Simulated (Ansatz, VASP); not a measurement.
# Two plane-wave programs on NiO

Contents of INCAR:

```
SYSTEM = NiO
PREC     = Accurate       ! precision mode
ENCUT    = 520            ! plane-wave cutoff, eV
EDIFF    = 1E-6           ! SCF threshold, eV
ISMEAR   = -1             ! smearing method
SIGMA    = 0.05           ! smearing width, eV
LREAL    = .FALSE.        ! projectors in reciprocal space
LASPH    = .TRUE.         ! aspherical terms in the spheres
NELM     = 150            ! most SCF steps
ALGO     = Normal         ! electronic algorithm
ISIF     = 2              ! what is computed and relaxed
LWAVE    = .FALSE.        ! write WAVECAR
LCHARG   = .FALSE.        ! write CHGCAR
ISPIN    = 2              ! spin polarisation
MAGMOM   = 0.8 0          ! initial moments
LORBIT   = 11             ! projections on sites
NUPDOWN  = 0.8            ! fixed moment
LMAXMIX  = 4              ! l up to which the mixer works
GGA      = PE             ! functional
NBANDS   = 19             ! bands
```

KPOINTS

```
Automatic mesh
0
G
  9 9 9
  0 0 0
```

File POSCAR:

```
NiO
1.0
    2.5046153800      0.0000000000      0.0000000000
    0.0000000000      2.5046153800      0.0000000000
    0.0000000000      0.0000000000      2.5046153800
Ni O
1 1
Direct
    0.0000000000      0.0000000000      0.0000000000
    0.5000000000      0.5000000000      0.5000000000
```

The input input.yaml:

```yaml
crystal:
  lattice:
    - [2.50461538, 0.0, 0.0]
    - [0.0, 2.50461538, 0.0]
    - [0.0, 0.0, 2.50461538]
  atoms:
    - { symbol: Ni, position: [0.0, 0.0, 0.0], spin: 0.8 }
    - { symbol: O, position: [0.5, 0.5, 0.5] }
hamiltonian:
  xc: pbe
  pseudopotentials: { kind: paw }
magnetization:
  spin_polarized: true
  initial_magnetization: 0.8
  spin_locking: { lock_magnetization: hard }
kpoints:
  mp_grid: { grid: [9, 9, 9] }
scf:
  occupations: { method: fermi_dirac, width: 0.05 }
  lower_state_search: "off"
output:
  forces: true
  stress: true
  eigenvalues: true
  write_density: true
  write_potential: true
  elf: true
  volumetric_format: npy
```

Alike in both runs: task single point; functional PBE; k mesh 9 × 9 × 9; occupations fermi-dirac, width 0.05 eV; collinear spin; fixed moment 0.8 μB.

|  | VASP | Ansatz |
| --- | --- | --- |
| version | VASP 6.6.1 | Ansatz 0.2.0 |
| potentials or method | VASP PAW PBE potentials, release 64 (Ni, O) | Ansatz PAW |
| plane-wave cutoff (eV) | 520 | 420 |
| valence electrons in the cell | 16 | 24 |

```csv
,VASP,Ansatz,Ansatz less VASP
pressure (GPa),25.3,25.5,+0.21
net moment per atom (μB),0.40,0.40,0.000
size of the moment on the site where the two differ most (μB),0.62,0.63,+0.013
```

Site moments also hang on the region over which each program counts them. VASP's potentials hold 16 valence electrons a cell and Ansatz's 24, so a difference there can come from the potentials and not from the codes.
